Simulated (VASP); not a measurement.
Set up this calculation in VASP 6.6.1, as the native input.

```
Task                   : single point
Functional             : PBE
Potentials or basis    : VASP PAW PBE potentials, release 64 (Co_sv)
Cutoff                 : 690 eV
k mesh                 : 11 × 11 × 6
Occupations            : fermi-dirac, width 0.05 eV
Spin                   : collinear spin, ferromagnetic start
Starting moments       : [2.735, 2.735] μB
Fixed moment           : 5.47 μB
Dipole correction      : no
Further INCAR settings : ALGO = Normal; EDIFF = 1e-06; NBANDS = 28
```

The structure of Co lies in POSCAR:

```
Co
1.0
    2.5053999800      0.0000000000      0.0000000000
   -1.2526999900      2.1697400300      0.0000000000
    0.0000000000      0.0000000000      4.0893000000
Co
2
Direct
    0.3333333300      0.6666666700      0.2500000000
    0.6666666700      0.3333333300      0.7500000000
```

One way to write it, as run:

INCAR

```
SYSTEM = Co
  ALGO = Normal
  EDIFF = 1E-6
  ENCUT = 690
  GGA = PE
  GGA_COMPAT = .False.
  ISIF = 2
  ISMEAR = -1
  ISPIN = 2
  LASPH = .True.
  LCHARG = .False.
  LMAXMIX = 4
  LORBIT = 11
  LREAL = .False.
  LWAVE = .False.
  MAGMOM = 2.735 2.735
  NBANDS = 28
  NELM = 200
  NUPDOWN = 5.47
  PREC = Accurate
  SIGMA = 0.05
```

KPOINTS

```
k-points
0
Gamma
  11 11 6
  0 0 0
```

Potentials or basis: VASP PAW PBE potentials, release 64 (Co_sv).

Command:

```console
$ cat potpaw_PBE.64/Co_sv/POTCAR > POTCAR
$ mpirun -np 1 vasp_std > vasp.out
```

It gave:

The pressure is 24.0 GPa, the net moment is 5.47 μB per cell and the site moments are Co +2.50 μB. The valence electrons inside the program's atomic spheres are Co 14.95.

Caveat: the stress differs along the axes, from 22 to 29 GPa; the total moment is fixed, so each spin has its own Fermi level and the state may be an excited one.

Wall time 74 s on 1 thread of Intel(R) Xeon(R) Platinum 8488C (Sapphire Rapids), with other jobs on the host, peak memory 0.22 GiB.
